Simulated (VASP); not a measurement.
Wanted: the native input for a VASP 6.6.1 run.

```yaml
Task: single point
Functional: PBE
Potentials_or_basis: VASP PAW PBE potentials, release 64 (Cu_sv_GW, O)
Cutoff: 820 eV
k_mesh: 14 × 14 × 14
Occupations: gaussian, width 0.1 eV
Spin: no spin polarisation
Hubbard_terms: Cu d U = 4.0 eV
Dipole_correction: no
Further_INCAR_settings: ALGO = Normal; EDIFF = 1e-06; NBANDS = 22
```

The structure of CuO2 lies in POSCAR:

```
CuO2
1.0
    0.0000000000      2.4330560762      2.4330560762
    2.4330560762      0.0000000000      2.4330560762
    2.4330560762      2.4330560762      0.0000000000
Cu O
1 2
Direct
    0.0000000000      0.0000000000      0.0000000000
    0.2500000000      0.2500000000      0.2500000000
    0.7500000000      0.7500000000      0.7500000000
```

One way to write it, as run:

INCAR

```
SYSTEM = CuO2
PREC = Accurate
ENCUT = 820
EDIFF = 1E-6
ISMEAR = 0
SIGMA = 0.1
LREAL = .False.
LASPH = .True.
NELM = 200
ALGO = Normal
ISIF = 2
LWAVE = .False.
LCHARG = .False.
LMAXMIX = 4
LDAU = .True.
LDAUTYPE = 2
LDAUL = 2 -1
LDAUU = 4 0
LDAUJ = 0 0
LDAUPRINT = 1
GGA = PE
NBANDS = 22
GGA_COMPAT = .False.
```

KPOINTS

```
regular mesh
0
Gamma
  14 14 14
  0 0 0
```

Potentials or basis: VASP PAW PBE potentials, release 64 (Cu_sv_GW, O).

Launch:

```console
$ cat potpaw_PBE.64/Cu_sv_GW/POTCAR potpaw_PBE.64/O/POTCAR > POTCAR
$ mpirun -np 1 vasp_std > vasp.out
```

Results of the run:

| Quantity | Value |
| --- | --- |
| Pressure | -2.9 GPa |
| Band gap on the k mesh | zero (an odd number of electrons rules out a gap without spin polarisation) |

Caveat: an odd number of electrons without spin polarisation forces a metal; a magnetic or distorted state may lie lower; U without spin polarisation on a metal has little footing.

It took 78 s on 1 thread of Intel(R) Xeon(R) Platinum 8559C (Emerald Rapids) (shared host), peak memory 0.29 GiB.
